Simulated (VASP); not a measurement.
Runs of VASP 6.6.1 on TaN. The structure is that of space group I4_1md (No. 109), or close to it. The cells are those of the table. 

| task | cell | k mesh | cutoff (eV) | smearing | gap on the mesh (eV) | pressure (GPa) | largest force (eV/Å) |
| --- | --- | --- | --- | --- | --- | --- | --- |
| relaxation of cell and atoms | relaxed from a = 5.716 Å, angles 148.3, 148.3, 45.4°, 4 atoms | 8 × 8 × 8 | 600 | gaussian 0.1 eV | 0.93 | 0.2 | 0.01 |
| single point | a = 5.716 Å, angles 148.3, 148.3, 45.4°, 4 atoms | 8 × 8 × 8 | 520 | gaussian 0.1 eV | 0.73 | (b) | 0.02 |
| single point | a = 5.542 Å, angles 149.5, 149.5, 43.7°, 4 atoms | 14 × 14 × 14 | 520 | gaussian 0.02 eV | 0.70 | 0.6 | 0.01 |
| single point | a = 5.545 Å, angles 149.5, 149.5, 43.7°, 4 atoms | 8 × 8 × 8 | 520 | gaussian 0.1 eV | (a) | 0.2 | 0.02 |

Alike in all rows: level PBE; potentials or basis VASP PAW PBE potentials, release 64 (Ta_pv, N); no spin polarisation.

Question: Fill in the values left out.

Answer: (a) 0.92; (b) -37.7.

Caveats: spin-orbit coupling is left out, which moves the levels of the heavy elements; the relaxation stopped at a loose force limit of 0.05 eV/Å, so its end isn't a converged minimum (some runs).

A k mesh can miss the band edges, and the runs leave out spin-orbit coupling on Ta.
